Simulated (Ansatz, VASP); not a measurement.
**One calculation of RbBr, two programs**

```
Rb Br
1.0
     4.12793    0.00000    0.00000
     0.00000    4.12793    0.00000
     0.00000    0.00000    4.05610
Rb Br
1 1
Direct
  0.00000 0.00000 0.00000
  0.50000 0.50000 0.50000
```

Change from the starting cell: uniaxial_z strain -1.7%.

Alike in both runs: task single point; functional PBE; k mesh 6 × 6 × 6; occupations fermi-dirac, width 0.02 eV; no spin polarisation.

|  | VASP | Ansatz |
| --- | --- | --- |
| version | VASP 6.6.1 | Ansatz 0.2.0 |
| potentials or method | VASP PAW PBE potentials, release 64 (Rb_sv, Br) | plane waves, PAW |
| plane-wave cutoff (eV) | 520 | 420 |
| valence electrons in the cell | 16 | 16 |

```csv
,VASP,Ansatz,Ansatz less VASP
gap on the k mesh at the Fermi level (eV),4.08,4.08,+0.003
pressure (GPa),1.1,1.1,-0.03
"traceless stress, the component that is largest in VASP (GPa)",0.36,0.36,-0.001
```

The functional is the same, so the differences come from potentials, cutoffs and numerics.
